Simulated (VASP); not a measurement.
Set up this calculation in VASP 6.6.1, as the native input.

| Property | Result |
| --- | --- |
| Task | single point |
| Functional | PBEsol |
| Potentials or basis | VASP PAW PBE potentials, release 64 (Zr_sv, C) |
| Cutoff | 520 eV |
| k mesh | 12 × 12 × 12 |
| Occupations | fermi-dirac, width 0.05 eV |
| Spin | no spin polarisation |
| Dipole correction | no |
| Further INCAR settings | ALGO = Normal; EDIFF = 1e-06; NBANDS = 15 |

The structure of ZrC lies in POSCAR:

```
ZrC
1.0
    0.0000000000      2.3348125214      2.3348125214
    2.3348125214      0.0000000000      2.3348125214
    2.3348125214      2.3348125214      0.0000000000
Zr C
1 1
Direct
    0.5000000000      0.5000000000      0.5000000000
    0.0000000000      0.0000000000      0.0000000000
```

These files were run (other wordings do the same):

INCAR

```
SYSTEM = ZrC
PREC = Accurate
ENCUT = 520
EDIFF = 1E-6
ISMEAR = -1
SIGMA = 0.05
LREAL = .False.
LASPH = .True.
NELM = 60
ALGO = Normal
ISIF = 2
LWAVE = .False.
LCHARG = .False.
GGA = PS
NBANDS = 15
```

KPOINTS

```
regular mesh
0
Gamma
  12 12 12
  0 0 0
```

Potentials or basis: VASP PAW PBE potentials, release 64 (Zr_sv, C).

Command:

```bash
$ cat potpaw_PBE.64/Zr_sv/POTCAR potpaw_PBE.64/C/POTCAR > POTCAR
$ mpirun -np 1 vasp_std > vasp.out
```

Results of the run:

The pressure is 0.3 GPa and the band gap on the k mesh is zero (band 8 reaches 10.68 eV, above the bottom of band 9 at 9.34 eV).

Caveat: the PAW data sets were made with another functional, which shifts forces and pressure a little.

It took 26 s on 1 thread of Intel(R) Xeon(R) 6975P-C (Granite Rapids) (shared host), peak memory 0.17 GiB.
